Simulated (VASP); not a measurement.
# Ni (Fm-3m) in VASP: further runs

Runs on Ni. Level: r2SCAN. Tasks: single point.

Everything below comes from runs of VASP 6.6.1. Logs are shortened: lines on timing, memory, paths and dates and some standing lists are left out, and cuts for length are marked.

**1. The cell of the first run**

It takes space group Fm-3m (No. 225, cubic). Conventional cell: a = 3.535 Å, b = 3.535 Å, c = 3.535 Å, α = 90.00°, β = 90.00°, γ = 90.00°. Within 3.3 Å of Ni (site symmetry m-3m) lie 12 Ni at 2.50 Å.

**2. Single point, r2SCAN, collinear spin, ferromagnetic start**

POSCAR reads:

```
Ni
1.0
    0.0000000000      1.7673500000      1.7673500000
    1.7673500000      0.0000000000      1.7673500000
    1.7673500000      1.7673500000      0.0000000000
Ni
1
Direct
    0.0000000000      0.0000000000      0.0000000000
```

INCAR.step1 reads:

```
SYSTEM = Ni
ALGO = Normal ; EDIFF = 1E-4
ENCUT = 520 ; GGA = PE
ISMEAR = 0 ; ISPIN = 2
LASPH = .TRUE. ; LCHARG = .FALSE.
LMAXMIX = 4 ; LREAL = .FALSE.
LWAVE = .TRUE. ; MAGMOM = 2
NBANDS = 15 ; NELM = 150
PREC = Accurate ; SIGMA = 0.1
```

INCAR.step2 reads:

```
SYSTEM = Ni
ALGO = Normal ; EDIFF = 1E-6
ENCUT = 520 ; ISIF = 2
ISMEAR = 0 ; ISPIN = 2
ISTART = 1 ; LASPH = .TRUE.
LCHARG = .TRUE. ; LELF = .TRUE.
LMAXMIX = 4 ; LMIXTAU = .TRUE.
LORBIT = 11 ; LREAL = .FALSE.
LVHAR = .TRUE. ; LWAVE = .FALSE.
MAGMOM = 2 ; METAGGA = R2SCAN
NBANDS = 15 ; NELM = 150
PREC = Accurate ; SIGMA = 0.1
```

KPOINTS reads:

```
k-points
0
G
  14 14 14
  0 0 0
```

Potentials or basis: VASP PAW PBE potentials, release 64 (Ni).

Launch:

```
> cat potpaw_PBE.64/Ni/POTCAR > POTCAR
> cp INCAR.step1 INCAR
> mpirun -np 1 vasp_std > vasp.out
> cp INCAR.step2 INCAR
> mpirun -np 1 vasp_std > vasp.out
```

OUTCAR:

```text
SYSTEM = Ni
   EDIFF = 1E-6
   ENCUT = 520
   ISIF = 2
   ISMEAR = 0
   ISPIN = 2
   ISTART = 1
   LASPH = .TRUE.
   LORBIT = 11
   LREAL = .FALSE.
   METAGGA = R2SCAN
   NELM = 150
   PREC = Accurate

 ion  position               nearest neighbor table
   1  0.000  0.000  0.000-

  LATTYP: Found a face centered cubic cell.
 ALAT       =     3.5347000000

  Lattice vectors:

 A1 = (   0.0000000000,   1.7673500000,   1.7673500000)
 A2 = (   1.7673500000,   0.0000000000,   1.7673500000)
 A3 = (   1.7673500000,   1.7673500000,   0.0000000000)

Analysis of symmetry for initial positions (statically):
=====================================================================
 Subroutine PRICEL returns:
 Original cell was already a primitive cell.

 Routine SETGRP: Setting up the symmetry group for a
 face centered cubic supercell.

 Subroutine GETGRP returns: Found 48 space group operations
 (whereof 48 operations were pure point group operations)
 out of a pool of 48 trial point group operations.

The static configuration has the point symmetry O_h .

Analysis of symmetry for dynamics (positions and initial velocities):
=====================================================================
 Subroutine PRICEL returns:
 Original cell was already a primitive cell.

 Routine SETGRP: Setting up the symmetry group for a
 face centered cubic supercell.

 Subroutine GETGRP returns: Found 48 space group operations
 (whereof 48 operations were pure point group operations)
 out of a pool of 48 trial point group operations.

The dynamic configuration has the point symmetry O_h .

Analysis of structural, dynamic, and magnetic symmetry:
=====================================================================
 Subroutine PRICEL returns:
 Original cell was already a primitive cell.

 Routine SETGRP: Setting up the symmetry group for a
 face centered cubic supercell.

 Subroutine GETGRP returns: Found 48 space group operations
 (whereof 48 operations were pure point group operations)
 out of a pool of 48 trial point group operations.

The overall configuration has the point symmetry O_h .

 Subroutine INISYM returns: Found 48 space group operations
 (whereof 48 operations are pure point group operations),
 and found     1 'primitive' translations

----------------------------------------------------------------------------------------

                                     Primitive cell

  volume of cell :      11.0407

  direct lattice vectors                    reciprocal lattice vectors
     0.000000000  1.767350000  1.767350000    -0.282909441  0.282909441  0.282909441
     1.767350000  0.000000000  1.767350000     0.282909441 -0.282909441  0.282909441
     1.767350000  1.767350000  0.000000000     0.282909441  0.282909441 -0.282909441

  length of vectors
     2.499410339  2.499410339  2.499410339     0.490013525  0.490013525  0.490013525

  position of ions in fractional coordinates (direct lattice)
     0.000000000  0.000000000  0.000000000

  ion indices of the primitive-cell ions
   primitive index   ion index
                 1           1

----------------------------------------------------------------------------------------

 KPOINTS: k-points

Automatic generation of k-mesh.
 Grid dimensions read from file:
 generate k-points for:   14   14   14

 Generating k-lattice:

  Cartesian coordinates                     Fractional coordinates (reciprocal lattice)
    -0.020207817  0.020207817  0.020207817     0.071428571  0.000000000  0.000000000
     0.020207817 -0.020207817  0.020207817     0.000000000  0.071428571  0.000000000
     0.020207817  0.020207817 -0.020207817     0.000000000  0.000000000  0.071428571

  Length of vectors
     0.035000966  0.035000966  0.035000966

  Shift w.r.t. Gamma in fractional coordinates (k-lattice)
     0.000000000  0.000000000  0.000000000

 Subroutine IBZKPT returns following result:
 ===========================================

 Found    104 irreducible k-points:

 Following reciprocal coordinates:
            Coordinates               Weight
  0.000000  0.000000  0.000000      1.000000
  0.071429  0.000000  0.000000      8.000000
  0.142857  0.000000  0.000000      8.000000
  0.214286  0.000000  0.000000      8.000000
  0.285714  0.000000  0.000000      8.000000
  0.357143  0.000000  0.000000      8.000000
[... 16 lines left out ...]
  0.214286  0.142857  0.000000     24.000000
  0.285714  0.142857  0.000000     24.000000
 [... further k-points ...]
   k-points           NKPTS =    104   k-points in BZ     NKDIM =    104   number of bands    NBANDS=     15
   number of dos      NEDOS =    301   number of ions     NIONS =      1
   total plane-waves  NPLWV =   8000
   dimension x,y,z NGX =    20 NGY =   20 NGZ =   20
   dimension x,y,z NGXF=    40 NGYF=   40 NGZF=   40
   ions per type =               1
   NGX,Y,Z   is equivalent  to a cutoff of  13.30, 13.30, 13.30 a.u.
   NGXF,Y,Z  is equivalent  to a cutoff of  26.61, 26.61, 26.61 a.u.
 SYSTEM =  Ni
   PREC   = accura    normal or accurate (medium, high low for compatibility)
   ISTART =      1    job   : 0-new  1-cont  2-samecut
   ICHARG =      0    charge: 1-file 2-atom 10-const
   ISPIN  =      2    spin polarized calculation?
   LNONCOLLINEAR =      F non collinear calculations
   LSORBIT =      F    spin-orbit coupling
   LASPH  =      T    aspherical Exc in radial PAW
   ENCUT  =  520.0 eV  38.22 Ry    6.18 a.u.   4.65  4.65  4.65*2*pi/ulx,y,z
   NELM   =    150;   NELMIN=  2; NELMDL=  0     # of ELM steps
   EDIFF  = 0.1E-05   stopping-criterion for ELM
   LREAL  =      F    real-space projection
   EDIFFG = 0.1E-04   stopping-criterion for IOM
   NSW    =      0    number of steps for IOM
   IBRION =     -1    ionic relax: 0-MD 1-quasi-New 2-CG
   NFREE  =      0    steps in history (QN), initial steepest desc. (CG)
   ISIF   =      2    stress and relaxation
   ISYM   =      2    0-nonsym 1-usesym 2-fastsym
   POTIM  = 0.5000    time-step for ionic-motion
   TEBEG  =    0.0;   TEEND  =   0.0 temperature during run
   PSTRESS=    0.0 pullay stress
   NELECT =      10.0000    total number of electrons
   NUPDOWN=      -1.0000    fix difference up-down
   EMIN   =  10.00;   EMAX   =-10.00  energy-range for DOS
   EFERMI =   0.00;   METHOD = LEGACY
   ISMEAR =     0;   SIGMA  =   0.10  broadening in eV -4-tet -1-fermi 0-gaus
   EFERMI_NEDOS =   21; number of points for ismear=-14 and -15
   IALGO  =     38    algorithm
   IMIX   =      4    mixing-type and parameters
     AMIX     =   0.40;   BMIX     =  1.00
     AMIX_MAG =   1.60;   BMIX_MAG =  1.00
  volume/ion in A,a.u.               =      11.04        74.51
  Fermi-wavevector in a.u.,A,eV,Ry     =   1.583953  2.993237 34.135750  2.508907
  Thomas-Fermi vector in A             =   2.683645
   LORBIT       =     11    0 simple, 1 ext, 2 COOP (PROOUT), +10 PAW based schemes
   METAGGA = R2SCAN    functional components
   LHFCALC =     F    Hartree Fock is set to
   AEXX    =    0.0000 exact exchange contribution
   IVDW    =     0    specifies the selected vdW correction
   LEPSILON=     F    determine dielectric tensor
   LRPA    =     F    only Hartree local field effects (RPA)
 spin polarized calculation
 Gauss-broadening in eV      SIGMA  =   0.10
  energy-cutoff  :      520.00
  volume of cell :       11.04
 maximum number of plane-waves:       307
   NGX =  9   NGY =  9   NGZ =  9

 number of electron      10.0000010 magnetization       0.7521513

 Free energy of the ion-electron system (eV)
  ---------------------------------------------------
  ext. energy  EPLUGINS =         0.00000000
  ---------------------------------------------------
  free energy    TOTEN  =       -11.93194596 eV

  energy without entropy =      -11.92532057  energy(sigma->0) =      -11.92863327

 E-fermi :   9.1354     XC(G=0): -14.2872

 val. band max:        9.0878446705   @ k =   0.3571   0.1429   0.0000
 cond. band min:       9.1506655587   @ k =   0.3571   0.1429   0.0714
 fundamental gap:      0.0628208882
 Fermi energy:         9.1353864933

 spin component 1

 k-point     1 :       0.0000    0.0000    0.0000
  band No.  band energies     occupation
      1      -0.1809      1.00000
      2       6.1819      1.00000
      3       6.1819      1.00000
      4       6.1819      1.00000
      5       7.4579      1.00000
      6       7.4580      1.00000
      7      33.5280      0.00000
      8      37.5560      0.00000
      9      37.5560      0.00000
     10      37.5563      0.00000
     11      40.1216      0.00000
     12      40.1217      0.00000
     13      40.1217      0.00000
     14      43.6289      0.00000
     15      49.9065      0.00000
[... 397 lines left out ...]
 k-point    24 :       0.2857    0.1429    0.0000
  band No.  band energies     occupation
      1       2.5208      1.00000
      2       5.5541      1.00000
      3       6.4872      1.00000
      4       6.6947      1.00000
      5       7.3775      1.00000
      6       7.7575      1.00000
      7      24.9042      0.00000
      8      30.6593      0.00000
      9      31.3591      0.00000
     10      34.1082      0.00000
     11      39.3803      0.00000
     12      43.4666      0.00000
     13      45.5149      0.00000
     14      47.6240      0.00000
     15      51.1455      0.00000

 [... further k-points ...]

 spin component 2

 k-point     1 :       0.0000    0.0000    0.0000
  band No.  band energies     occupation
      1      -0.4474      1.00000
      2       7.5691      1.00000
      3       7.5691      1.00000
      4       7.5691      1.00000
      5       8.2312      1.00000
      6       8.2312      1.00000
      7      33.2514      0.00000
      8      37.6671      0.00000
      9      37.6672      0.00000
     10      37.6672      0.00000
     11      40.4338      0.00000
     12      40.4338      0.00000
     13      40.4339      0.00000
     14      43.7000      0.00000
     15      50.5248      0.00000
[... 397 lines left out ...]
 k-point    24 :       0.2857    0.1429    0.0000
  band No.  band energies     occupation
      1       2.3326      1.00000
      2       6.7678      1.00000
      3       7.4370      1.00000
      4       7.9165      1.00000
      5       8.5351      1.00000
      6       8.7574      1.00000
      7      25.1081      0.00000
      8      30.8717      0.00000
      9      31.3574      0.00000
     10      34.2894      0.00000
     11      39.7208      0.00000
     12      43.6281      0.00000
     13      45.7383      0.00000
     14      47.9379      0.00000
     15      52.5107      0.00000

 [... further k-points ...]
[... 5 lines left out ...]
  --------------------------------------------------------------------------------------
  -------------------------------------------------------------------------------------
  Total       -0.6083900     -0.6083900     -0.6083900      0.0000000      0.0000000      0.0000000
  in kB      -88.2866304    -88.2866304    -88.2866304      0.0000000      0.0000000      0.0000000
  external PRESSURE =     -88.2866304 kB  Pullay stress =       0.0000000 kB

 VOLUME and BASIS-vectors are now :
 -----------------------------------------------------------------------------
  energy-cutoff  :      520.00
  volume of cell :       11.04
      direct lattice vectors                 reciprocal lattice vectors
     0.000000000  1.767350000  1.767350000    -0.282909441  0.282909441  0.282909441
     1.767350000  0.000000000  1.767350000     0.282909441 -0.282909441  0.282909441
     1.767350000  1.767350000  0.000000000     0.282909441  0.282909441 -0.282909441

 POSITION                                       TOTAL-FORCE (eV/Angst)
 -----------------------------------------------------------------------------------
      0.00000      0.00000      0.00000         0.000000      0.000000      0.000000
 -----------------------------------------------------------------------------------
    total drift:                               -0.000000     -0.000000     -0.000000

  FREE ENERGIE OF THE ION-ELECTRON SYSTEM (eV)
  ---------------------------------------------------
  free  energy   TOTEN  =       -11.9319459646 eV

  energy  without entropy=      -11.9253205701  energy(sigma->0) =      -11.92863327

 total charge

# of ion       s       p       d       tot
------------------------------------------
    1        0.509   0.506   8.304   9.318

 magnetization (x)

# of ion       s       p       d       tot
------------------------------------------
    1       -0.009  -0.044   0.832   0.779
```

It took 5.4 min on 1 thread of AMD EPYC 7R13, shared host; peak memory 0.12 GiB.

Results:

- Free energy: -11.9319 eV
- Pressure: -8.8 GPa
- Net moment: 0.75 μB per cell
- Site moments: Ni +0.78 μB
- Valence electrons inside the program's atomic spheres: Ni 9.32

Caveat: the PAW data sets were made with another functional, which shifts forces and pressure a little.

**3. Single point, r2SCAN, collinear spin, ferromagnetic start**

POSCAR is that of step 2.

INCAR.step1 reads:

```
PREC     = Accurate       # precision mode
ENCUT    = 520            # plane-wave cutoff, eV
ISMEAR   = 0              # smearing method
SIGMA    = 0.1            # smearing width, eV
LREAL    = F              # projectors in reciprocal space
LASPH    = T              # aspherical terms in the spheres
NELM     = 150            # most SCF steps
ISPIN    = 2              # spin polarisation
MAGMOM   = 2              # initial moments
LMAXMIX  = 4              # l up to which the mixer works
NBANDS   = 15             # bands
GGA      = PE             # functional
ALGO     = Normal         # electronic algorithm
EDIFF    = 1E-4           # SCF threshold, eV
LWAVE    = T              # write WAVECAR
LCHARG   = F              # write CHGCAR
```

INCAR.step2 reads:

```
PREC     = Accurate       # precision mode
ENCUT    = 520            # plane-wave cutoff, eV
EDIFF    = 1E-6           # SCF threshold, eV
ISMEAR   = 0              # smearing method
SIGMA    = 0.1            # smearing width, eV
LREAL    = F              # projectors in reciprocal space
LASPH    = T              # aspherical terms in the spheres
NELM     = 150            # most SCF steps
ALGO     = Normal         # electronic algorithm
ISIF     = 2              # what is computed and relaxed
LWAVE    = F              # write WAVECAR
LCHARG   = F              # write CHGCAR
ISPIN    = 2              # spin polarisation
MAGMOM   = 2              # initial moments
LORBIT   = 11             # projections on sites
LMAXMIX  = 4              # l up to which the mixer works
METAGGA  = R2SCAN         # meta-GGA
LMIXTAU  = T            
NBANDS   = 15             # bands
ISTART   = 1
```

KPOINTS reads:

```
regular mesh
0
Gamma
  14 14 14
```

Potentials or basis: VASP PAW PBE potentials, release 64 (Ni).

Launch:

```
> cat potpaw_PBE.64/Ni/POTCAR > POTCAR
> cp INCAR.step1 INCAR
> mpirun -np 1 vasp_std > vasp.out
> cp INCAR.step2 INCAR
> mpirun -np 1 vasp_std > vasp.out
```

OUTCAR:

```text
PREC = Accurate
   ENCUT = 520
   EDIFF = 1E-6
   ISMEAR = 0
   LREAL = F
   LASPH = T
   NELM = 150
   ISIF = 2
   ISPIN = 2
   LORBIT = 11
   METAGGA = R2SCAN
   ISTART = 1

 ion  position               nearest neighbor table
   1  0.000  0.000  0.000-

  LATTYP: Found a face centered cubic cell.
 ALAT       =     3.5347000000

  Lattice vectors:

 A1 = (   0.0000000000,   1.7673500000,   1.7673500000)
 A2 = (   1.7673500000,   0.0000000000,   1.7673500000)
[... 1072 lines left out ...]
  -------------------------------------------------------------------------------------
  Total       -0.6083900     -0.6083900     -0.6083900      0.0000000      0.0000000      0.0000000
  in kB      -88.2866304    -88.2866304    -88.2866304      0.0000000      0.0000000      0.0000000
  external PRESSURE =     -88.2866304 kB  Pullay stress =       0.0000000 kB

 VOLUME and BASIS-vectors are now :
 -----------------------------------------------------------------------------
  energy-cutoff  :      520.00
  volume of cell :       11.04
      direct lattice vectors                 reciprocal lattice vectors
     0.000000000  1.767350000  1.767350000    -0.282909441  0.282909441  0.282909441
     1.767350000  0.000000000  1.767350000     0.282909441 -0.282909441  0.282909441
     1.767350000  1.767350000  0.000000000     0.282909441  0.282909441 -0.282909441

 POSITION                                       TOTAL-FORCE (eV/Angst)
 -----------------------------------------------------------------------------------
      0.00000      0.00000      0.00000         0.000000      0.000000      0.000000
 -----------------------------------------------------------------------------------
    total drift:                               -0.000000     -0.000000     -0.000000

  FREE ENERGIE OF THE ION-ELECTRON SYSTEM (eV)
  ---------------------------------------------------
  free  energy   TOTEN  =       -11.9319459646 eV

  energy  without entropy=      -11.9253205701  energy(sigma->0) =      -11.92863327

 total charge

# of ion       s       p       d       tot
------------------------------------------
    1        0.509   0.506   8.304   9.318

 magnetization (x)

# of ion       s       p       d       tot
------------------------------------------
    1       -0.009  -0.044   0.832   0.779
```

OSZICAR.step1:

```text
N       E                     dE             d eps       ncg     rms          rms(c)
DAV:   1     0.339512391212E+02    0.33951E+02   -0.44916E+03  6526   0.913E+02
DAV:   2    -0.479996123956E+01   -0.38751E+02   -0.35517E+02  7080   0.162E+02
DAV:   3    -0.631306939489E+01   -0.15131E+01   -0.14983E+01  7542   0.316E+01
DAV:   4    -0.632213043652E+01   -0.90610E-02   -0.90595E-02  7719   0.234E+00
DAV:   5    -0.632224365517E+01   -0.11322E-03   -0.11322E-03  7671   0.236E-01    0.110E+01
DAV:   6    -0.585702078065E+01    0.46522E+00   -0.13318E+01  9005   0.418E+01    0.644E+00
DAV:   7    -0.548482062151E+01    0.37220E+00   -0.26945E+00  8397   0.162E+01    0.175E+00
DAV:   8    -0.547423318078E+01    0.10587E-01   -0.22250E-02  7370   0.907E-01    0.955E-01
DAV:   9    -0.547127085337E+01    0.29623E-02   -0.16766E-03  9522   0.243E-01    0.335E-01
DAV:  10    -0.547034468199E+01    0.92617E-03   -0.13234E-03  7886   0.217E-01    0.413E-02
DAV:  11    -0.547034568453E+01   -0.10025E-05   -0.27002E-05  4737   0.393E-02
   1 F= -.54703457E+01 E0= -.54651776E+01  d E =-.103362E-01  mag=     0.6024
```

It took 5.9 min on 1 thread of AMD EPYC 7R13, shared host; peak memory 0.12 GiB.

Results:

```
Free energy                                           : -11.9319 eV
Pressure                                              : -8.8 GPa
Net moment                                            : 0.75 μB per cell
Site moments                                          : Ni +0.78 μB
Valence electrons inside the program's atomic spheres : Ni 9.32
```

Caveat: the PAW data sets were made with another functional, which shifts forces and pressure a little.
